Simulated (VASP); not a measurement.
A run of VASP 6.6.1 is set up as follows.

The input POSCAR:

```
ZnSe
1.0
    0.0000000000      2.7924027558      2.7924027558
    2.7924027558      0.0000000000      2.7924027558
    2.7924027558      2.7924027558      0.0000000000
Zn Se
1 1
Direct
    0.0000000000      0.0000000000      0.0000000000
    0.2500000000      0.2500000000      0.2500000000
```

The input INCAR.step1:

```
  ALGO = Normal
  EDIFF = 1E-5
  ENCUT = 520
  GGA = PE
  ISIF = 2
  ISMEAR = 0
  LASPH = True
  LREAL = False
  LWAVE = True
  NBANDS = 16
  NELM = 100
  PREC = Accurate
  SIGMA = 0.02
```

Contents of INCAR.step2:

```
  ALGO = Normal
  EDIFF = 1E-6
  ENCUT = 520
  GGA = PE
  HFSCREEN = 0.2079
  ISIF = 2
  ISMEAR = 0
  ISTART = 1
  LASPH = True
  LCHARG = True
  LELF = True
  LHFCALC = True
  LREAL = False
  LVHAR = True
  LWAVE = False
  NBANDS = 16
  NELM = 100
  PREC = Accurate
  PRECFOCK = Normal
  SIGMA = 0.02
```

Contents of KPOINTS:

```
k-points
0
Gamma
  6 6 6
```

Potentials or basis: VASP PAW PBE potentials, release 64 (Zn, Se).

Command:

```sh
$ cat potpaw_PBE.64/Zn/POTCAR potpaw_PBE.64/Se/POTCAR > POTCAR
$ cp INCAR.step1 INCAR
$ mpirun -np 1 vasp_std > vasp.out
$ cp INCAR.step2 INCAR
$ mpirun -np 1 vasp_std > vasp.out
```

**Question.** Estimate the band gap on the k mesh.

**Answer.** 2.61 eV.

**Question.** What does it give for the pressure?

**Answer.** 4.4 GPa.

Caveat: the cell stands under pressure; the PAW data sets were made with another functional, which shifts forces and pressure a little.
